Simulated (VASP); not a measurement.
# Se (Im-3m) in VASP: notebook

Runs on Se. Level: PBE. Tasks: single point.

Program: VASP 6.6.1. These are calculated values, not measurements. Logs are shortened: lines on timing, memory, paths and dates and some standing lists are left out, and cuts for length are marked.

## (1) The cell of the first run

The structure is cubic, space group Im-3m (No. 229). The conventional cell has a = 3.393 Å, b = 3.393 Å, c = 3.393 Å, α = 90.00°, β = 90.00°, γ = 90.00°. Se (site symmetry m-3m) has 14 Se at 2.94 to 3.39 Å within 3.9 Å.

## (2) Single point, PBE (volume scaled by 0.96)

The input, INCAR:

```
PREC = Accurate
ENCUT = 520
EDIFF = 1E-6
ISMEAR = -1
SIGMA = 0.1
LREAL = F
LASPH = T
NELM = 60
ALGO = Normal
ISIF = 2
LWAVE = F
LCHARG = T
GGA = PE
LELF = T
LVHAR = T
NBANDS = 9
```

The input, KPOINTS:

```
Automatic mesh
0
Gamma
  14 14 14
```

The input, POSCAR:

```
Se
1.0
   -1.6962866334      1.6962866334      1.6962866334
    1.6962866334     -1.6962866334      1.6962866334
    1.6962866334      1.6962866334     -1.6962866334
Se
1
Direct
    0.0000000000      0.0000000000      0.0000000000
```

Potentials or basis: VASP PAW PBE potentials, release 64 (Se).

Command:

```
cat potpaw_PBE.64/Se/POTCAR > POTCAR
mpirun -np 1 vasp_std > vasp.out
```

OUTCAR:

```text
PREC = Accurate
   ENCUT = 520
   EDIFF = 1E-6
   ISMEAR = -1
   LREAL = F
   LASPH = T
   NELM = 60
   ISIF = 2
   GGA = PE

 ion  position               nearest neighbor table
   1  0.000  0.000  0.000-

  LATTYP: Found a body centered cubic cell.
 ALAT       =     3.3925732668

  Lattice vectors:

 A1 = (  -1.6962866334,   1.6962866334,   1.6962866334)
 A2 = (   1.6962866334,  -1.6962866334,   1.6962866334)
 A3 = (   1.6962866334,   1.6962866334,  -1.6962866334)

Analysis of symmetry for initial positions (statically):
=====================================================================
 Subroutine PRICEL returns:
 Original cell was already a primitive cell.

 Routine SETGRP: Setting up the symmetry group for a
 body centered cubic supercell.

 Subroutine GETGRP returns: Found 48 space group operations
 (whereof 48 operations were pure point group operations)
 out of a pool of 48 trial point group operations.

The static configuration has the point symmetry O_h .

Analysis of symmetry for dynamics (positions and initial velocities):
=====================================================================
 Subroutine PRICEL returns:
 Original cell was already a primitive cell.

 Routine SETGRP: Setting up the symmetry group for a
 body centered cubic supercell.

 Subroutine GETGRP returns: Found 48 space group operations
 (whereof 48 operations were pure point group operations)
 out of a pool of 48 trial point group operations.

The dynamic configuration has the point symmetry O_h .

 Subroutine INISYM returns: Found 48 space group operations
 (whereof 48 operations are pure point group operations),
 and found     1 'primitive' translations

----------------------------------------------------------------------------------------

                                     Primitive cell

  volume of cell :      19.5235

  direct lattice vectors                    reciprocal lattice vectors
    -1.696286633  1.696286633  1.696286633     0.000000000  0.294761504  0.294761504
     1.696286633 -1.696286633  1.696286633     0.294761504  0.000000000  0.294761504
     1.696286633  1.696286633 -1.696286633     0.294761504  0.294761504  0.000000000

  length of vectors
     2.938054633  2.938054633  2.938054633     0.416855717  0.416855717  0.416855717

  position of ions in fractional coordinates (direct lattice)
     0.000000000  0.000000000  0.000000000

  ion indices of the primitive-cell ions
   primitive index   ion index
                 1           1

----------------------------------------------------------------------------------------

 KPOINTS: Automatic mesh

Automatic generation of k-mesh.
 Grid dimensions read from file:
 generate k-points for:   14   14   14

 Generating k-lattice:

  Cartesian coordinates                     Fractional coordinates (reciprocal lattice)
     0.000000000  0.021054393  0.021054393     0.071428571  0.000000000  0.000000000
     0.021054393  0.000000000  0.021054393     0.000000000  0.071428571  0.000000000
     0.021054393  0.021054393  0.000000000     0.000000000  0.000000000  0.071428571

  Length of vectors
     0.029775408  0.029775408  0.029775408

  Shift w.r.t. Gamma in fractional coordinates (k-lattice)
     0.000000000  0.000000000  0.000000000

 Subroutine IBZKPT returns following result:
 ===========================================

 Found    104 irreducible k-points:

 Following reciprocal coordinates:
            Coordinates               Weight
  0.000000  0.000000  0.000000      1.000000
  0.071429  0.000000  0.000000     12.000000
  0.142857  0.000000  0.000000     12.000000
  0.214286  0.000000  0.000000     12.000000
  0.285714  0.000000  0.000000     12.000000
  0.357143  0.000000  0.000000     12.000000
[... 16 lines left out ...]
  0.285714  0.285714  0.000000     24.000000
  0.357143  0.285714  0.000000     24.000000
 [... further k-points ...]
   k-points           NKPTS =    104   k-points in BZ     NKDIM =    104   number of bands    NBANDS=      9
   number of dos      NEDOS =    301   number of ions     NIONS =      1
   total plane-waves  NPLWV =  13824
   dimension x,y,z NGX =    24 NGY =   24 NGZ =   24
   dimension x,y,z NGXF=    48 NGYF=   48 NGZF=   48
   ions per type =               1
   NGX,Y,Z   is equivalent  to a cutoff of  13.58, 13.58, 13.58 a.u.
   NGXF,Y,Z  is equivalent  to a cutoff of  27.16, 27.16, 27.16 a.u.
 SYSTEM =  unknown system
   PREC   = accura    normal or accurate (medium, high low for compatibility)
   ISTART =      0    job   : 0-new  1-cont  2-samecut
   ICHARG =      2    charge: 1-file 2-atom 10-const
   ISPIN  =      1    spin polarized calculation?
   LNONCOLLINEAR =      F non collinear calculations
   LSORBIT =      F    spin-orbit coupling
   LASPH  =      T    aspherical Exc in radial PAW
   ENCUT  =  520.0 eV  38.22 Ry    6.18 a.u.   5.46  5.46  5.46*2*pi/ulx,y,z
   NELM   =     60;   NELMIN=  2; NELMDL= -5     # of ELM steps
   EDIFF  = 0.1E-05   stopping-criterion for ELM
   LREAL  =      F    real-space projection
   EDIFFG = 0.1E-04   stopping-criterion for IOM
   NSW    =      0    number of steps for IOM
   IBRION =     -1    ionic relax: 0-MD 1-quasi-New 2-CG
   NFREE  =      0    steps in history (QN), initial steepest desc. (CG)
   ISIF   =      2    stress and relaxation
   ISYM   =      2    0-nonsym 1-usesym 2-fastsym
   POTIM  = 0.5000    time-step for ionic-motion
   TEBEG  =    0.0;   TEEND  =   0.0 temperature during run
   PSTRESS=    0.0 pullay stress
   NELECT =       6.0000    total number of electrons
   NUPDOWN=      -1.0000    fix difference up-down
   EMIN   =  10.00;   EMAX   =-10.00  energy-range for DOS
   EFERMI =   0.00;   METHOD = LEGACY
   ISMEAR =    -1;   SIGMA  =   0.10  broadening in eV -4-tet -1-fermi 0-gaus
   EFERMI_NEDOS =   21; number of points for ismear=-14 and -15
   IALGO  =     38    algorithm
   IMIX   =      4    mixing-type and parameters
     AMIX     =   0.40;   BMIX     =  1.00
     AMIX_MAG =   1.60;   BMIX_MAG =  1.00
  volume/ion in A,a.u.               =      19.52       131.75
  Fermi-wavevector in a.u.,A,eV,Ry     =   1.104772  2.087716 16.606200  1.220521
  Thomas-Fermi vector in A             =   2.241250
   LORBIT       =      0    0 simple, 1 ext, 2 COOP (PROOUT), +10 PAW based schemes
   GGA     = PE    functional components
[... 5 lines left out ...]
 non-spin polarized calculation
  energy-cutoff  :      520.00
  volume of cell :       19.52
 maximum number of plane-waves:       546
 NGX is ok and might be reduce to    24
   NGX = 11   NGY = 11   NGZ = 11

 number of electron       6.0000001 magnetization

 Free energy of the ion-electron system (eV)
  ---------------------------------------------------
  ext. energy  EPLUGINS =         0.00000000
  ---------------------------------------------------
  free energy    TOTEN  =        -2.92191723 eV

  energy without entropy =       -2.89963656  energy(sigma->0) =       -2.91077689

 E-fermi :   5.9621     XC(G=0): -10.7816

 val. band max:        5.9251480246   @ k =   0.2857   0.2143   0.0714
 cond. band min:       5.9803051635   @ k =  -0.2143   0.2143   0.2143
 fundamental gap:      0.0551571390
 Fermi energy:         5.9620672938

 k-point     1 :       0.0000    0.0000    0.0000
  band No.  band energies     occupation
      1     -10.4745      2.00000
      2       9.1862      0.00000
      3       9.1862      0.00000
      4       9.1862      0.00000
      5      17.6968      0.00000
      6      18.5004      0.00000
      7      18.5004      0.00000
      8      18.5004      0.00000
      9      21.5820      0.00000

 k-point     2 :       0.0714    0.0000    0.0000
  band No.  band energies     occupation
      1     -10.3621      2.00000
      2       8.4805      0.00000
      3       8.9448      0.00000
      4       9.1425      0.00000
      5      17.8383      0.00000
      6      18.0287      0.00000
      7      18.6275      0.00000
      8      18.9811      0.00000
      9      20.6281      0.00000

 k-point     3 :       0.1429    0.0000    0.0000
  band No.  band energies     occupation
      1     -10.0283      2.00000
      2       6.8243      0.00036
      3       8.3541      0.00000
      4       9.0179      0.00000
      5      16.7247      0.00000
      6      17.0867      0.00000
      7      19.7910      0.00000
      8      20.2890      0.00000
      9      20.7452      0.00000

 k-point     4 :       0.2143    0.0000    0.0000
  band No.  band energies     occupation
      1      -9.4859      2.00000
      2       4.8265      1.99998
      3       7.6497      0.00000
      4       8.8340      0.00000
      5      15.4090      0.00000
      6      16.1436      0.00000
      7      20.5016      0.00000
      8      20.6823      0.00000
      9      22.1847      0.00000

 k-point     5 :       0.2857    0.0000    0.0000
  band No.  band energies     occupation
      1      -8.7641      2.00000
      2       2.8151      2.00000
      3       6.9983      0.00006
      4       8.6269      0.00000
      5      14.3361      0.00000
      6      15.3565      0.00000
      7      21.0275      0.00000
      8      21.2977      0.00000
      9      24.5177      0.00000

 k-point     6 :       0.3571    0.0000    0.0000
  band No.  band energies     occupation
      1      -7.9317      2.00000
      2       0.9966      2.00000
      3       6.4901      0.01013
      4       8.4393      0.00000
      5      13.5700      0.00000
      6      14.7768      0.00000
      7      21.7506      0.00000
      8      22.2985      0.00000
      9      26.2617      0.00000
[... 169 lines left out ...]
 k-point    21 :       0.2857    0.2143    0.0000
  band No.  band energies     occupation
      1      -6.9912      2.00000
      2       0.6663      2.00000
      3       3.5069      2.00000
      4       7.3266      0.00000
      5      14.9297      0.00000
      6      17.2360      0.00000
      7      20.9800      0.00000
      8      22.4862      0.00000
      9      25.5886      0.00000

 k-point    22 :       0.3571    0.2143   -0.0000
  band No.  band energies     occupation
      1      -6.4671      2.00000
      2      -0.0297      2.00000
      3       3.0428      2.00000
      4       7.1952      0.00001
      5      14.8110      0.00000
      6      17.6561      0.00000
      7      20.9265      0.00000
      8      22.2639      0.00000
      9      26.9410      0.00000

 k-point    23 :       0.2857    0.2857    0.0000
  band No.  band energies     occupation
      1      -6.4277      2.00000
      2       0.4752      2.00000
      3       2.2298      2.00000
      4       7.1221      0.00002
      5      15.1807      0.00000
      6      17.9237      0.00000
      7      20.5743      0.00000
      8      23.1908      0.00000
      9      25.3940      0.00000

 k-point    24 :       0.3571    0.2857    0.0000
  band No.  band energies     occupation
      1      -6.1976      2.00000
      2       0.4952      2.00000
      3       1.6671      2.00000
      4       7.0526      0.00004
      5      15.2601      0.00000
      6      18.5061      0.00000
      7      19.7675      0.00000
      8      23.7905      0.00000
      9      25.9335      0.00000

 [... further k-points ...]
[... 5 lines left out ...]
  --------------------------------------------------------------------------------------
  -------------------------------------------------------------------------------------
  Total        0.4455334      0.4455334      0.4455334      0.0000000      0.0000000     -0.0000000
  in kB       36.5622712     36.5622712     36.5622712      0.0000000      0.0000000     -0.0000000
  external PRESSURE =      36.5622712 kB  Pullay stress =       0.0000000 kB

 VOLUME and BASIS-vectors are now :
 -----------------------------------------------------------------------------
  energy-cutoff  :      520.00
  volume of cell :       19.52
      direct lattice vectors                 reciprocal lattice vectors
    -1.696286633  1.696286633  1.696286633     0.000000000  0.294761504  0.294761504
     1.696286633 -1.696286633  1.696286633     0.294761504  0.000000000  0.294761504
     1.696286633  1.696286633 -1.696286633     0.294761504  0.294761504  0.000000000

 POSITION                                       TOTAL-FORCE (eV/Angst)
 -----------------------------------------------------------------------------------
      0.00000      0.00000      0.00000         0.000000      0.000000     -0.000000
 -----------------------------------------------------------------------------------
    total drift:                                0.000000      0.000000      0.000000

  FREE ENERGIE OF THE ION-ELECTRON SYSTEM (eV)
  ---------------------------------------------------
  free  energy   TOTEN  =        -2.9219172289 eV

  energy  without entropy=       -2.8996365593  energy(sigma->0) =       -2.91077689
```

Run time: 7.2 s. Hardware: 1 thread of Intel Xeon Platinum 8488C (Sapphire Rapids), shared host; peak memory 0.15 GiB.

Results:

```yaml
Free_energy: -2.9219 eV
Pressure: 3.7 GPa
Band_gap_on_the_k_mesh: zero (band 3 reaches 9.19 eV, above the bottom of band 4 at 2.64 eV)
```

Levels at points of the mesh, in eV from the Fermi level:
```tsv
k point	band 1	band 2	band 3	band 4	band 5	band 6	band 7
(0.00, 0.00, 0.00)	-16.44	3.22	3.22	3.22	11.73	12.54	12.54
(0.50, 0.00, 0.00)	-12.77	-6.91	0.10	2.30	7.00	8.34	17.66
(0.50, 0.50, 0.50)	-10.21	-3.33	-3.33	-3.33	3.96	3.96	23.08
```

Caveat: the cell differs from its parent crystal (volume scaled by 0.96).

## (3) Single point, PBE

This run uses another cell than the first one, of 20.34 Å³/atom, 1.042 times its volume.

The input, INCAR:

```
SYSTEM = Se
  ALGO = Normal
  EDIFF = 1E-6
  ENCUT = 520
  GGA = PE
  ISIF = 2
  ISMEAR = -1
  LASPH = .TRUE.
  LCHARG = .FALSE.
  LREAL = .FALSE.
  LWAVE = .FALSE.
  NBANDS = 9
  NELM = 100
  PREC = Accurate
  SIGMA = 0.1
```

The input, KPOINTS:

```
k-points
0
G
  14 14 14
  0 0 0
```

The input, POSCAR:

```
Se
1.0
   -1.7195263245      1.7195263245      1.7195263245
    1.7195263245     -1.7195263245      1.7195263245
    1.7195263245      1.7195263245     -1.7195263245
Se
1
Direct
    0.0000000000      0.0000000000      0.0000000000
```

Potentials or basis: VASP PAW PBE potentials, release 64 (Se).

Command:

```
cat potpaw_PBE.64/Se/POTCAR > POTCAR
mpirun -np 1 vasp_std > vasp.out
```

It took 6.9 s on 1 thread of Intel Xeon Platinum 8488C (Sapphire Rapids), shared host; peak memory 0.14 GiB.

It converged, with:

| Property | Result |
| --- | --- |
| Free energy | -2.9319 eV |
| Pressure | 0.3 GPa |
| Band gap on the k mesh | zero (band 3 reaches 8.46 eV, above the bottom of band 4 at 2.29 eV) |

Levels at points of the mesh, in eV from the Fermi level:
```csv
k point,band 1,band 2,band 3,band 4,band 5,band 6
"(0.00, 0.00, 0.00)",-16.07,3.01,3.01,3.01,11.17,12.44
"(0.50, 0.00, 0.00)",-12.66,-6.58,0.07,2.17,6.96,8.39
"(0.50, 0.50, 0.50)",-10.31,-3.17,-3.17,-3.17,4.15,4.15
```

(Part 1 of 2 ends here.)
